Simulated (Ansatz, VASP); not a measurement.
## Sb: VASP beside Ansatz

The input INCAR:

```
SYSTEM = Sb
PREC     = Accurate       ! precision mode
ENCUT    = 520            ! plane-wave cutoff, eV
EDIFF    = 1E-7           ! SCF threshold, eV
ISMEAR   = -1             ! smearing method
SIGMA    = 0.1            ! smearing width, eV
LREAL    = .False.        ! projectors in reciprocal space
LASPH    = .True.         ! aspherical terms in the spheres
NELM     = 80             ! most SCF steps
ALGO     = Normal         ! electronic algorithm
ISIF     = 2              ! what is computed and relaxed
LWAVE    = .False.        ! write WAVECAR
LCHARG   = .True.         ! write CHGCAR
LDIPOL   = .True.       
IDIPOL   = 3            
DIPOL    = 0.5 0.5 0.500
GGA      = PS             ! functional
LELF     = .True.         ! ELF
LVHAR    = .True.       
LVACPOTAV= .True.       
NBANDS   = 14             ! bands
```

Contents of KPOINTS:

```
regular mesh
0
Gamma
  11 11 1
  0 0 0
```

The input POSCAR:

```
Sb
1.0
    3.3338465302      0.0000000000      0.0000000000
   -1.6669232651      2.8871957875      0.0000000000
    0.0000000000      0.0000000000     21.4441000000
Sb
3
Direct
    0.1666666665      0.3333333335      0.3730618543
    0.5000000005      0.9999999995      0.4999999996
    0.8333333335      0.6666666665      0.6269381457
```

Input for Ansatz:

```yaml
crystal:
  lattice:
    - [3.3338465302, 0.0, 0.0]
    - [-1.6669232651, 2.8871957875, 0.0]
    - [0.0, 0.0, 21.4441]
  atoms:
    - { symbol: Sb, position: [0.1666666665, 0.3333333335, 0.3730618543] }
    - { symbol: Sb, position: [0.5000000005, 0.9999999995, 0.4999999996] }
    - { symbol: Sb, position: [0.8333333335, 0.6666666665, 0.6269381457] }
kpoints:
  mp_grid: { grid: [11, 11, 1] }
scf:
  occupations: { method: fermi_dirac, width: 0.1 }
hamiltonian:
  xc: pbesol
  pseudopotentials: { kind: paw }
output:
  forces: true
  stress: true
  eigenvalues: true
  populations: true
efield:
  axis: 3
  amplitude: 0
  dipole_correction: true
```

Alike in both runs: task single point; functional PBEsol; k mesh 11 × 11 × 1; occupations fermi-dirac, width 0.1 eV; no spin polarisation.

|  | VASP | Ansatz |
| --- | --- | --- |
| version | VASP 6.6.1 | Ansatz 0.2.0 |
| potentials or method | VASP PAW PBE potentials, release 64 (Sb) | PAW with Ansatz's default frozen-core files, scalar-relativistic |
| plane-wave cutoff (eV) | 520 | 420 |
| valence electrons in the cell | 15 | 45 |

```tsv
	VASP	Ansatz	Ansatz less VASP
rms of the force components (eV/Å)	0.054	0.055	+0.0009
```

VASP's potentials were made for PBE, not for PBEsol. Atom by atom the forces differ by 0.001 eV/Å (rms over components). VASP's potentials hold 15 valence electrons a cell and Ansatz's 45, so a difference there can come from the potentials and not from the codes.

Spin-orbit coupling is off throughout.
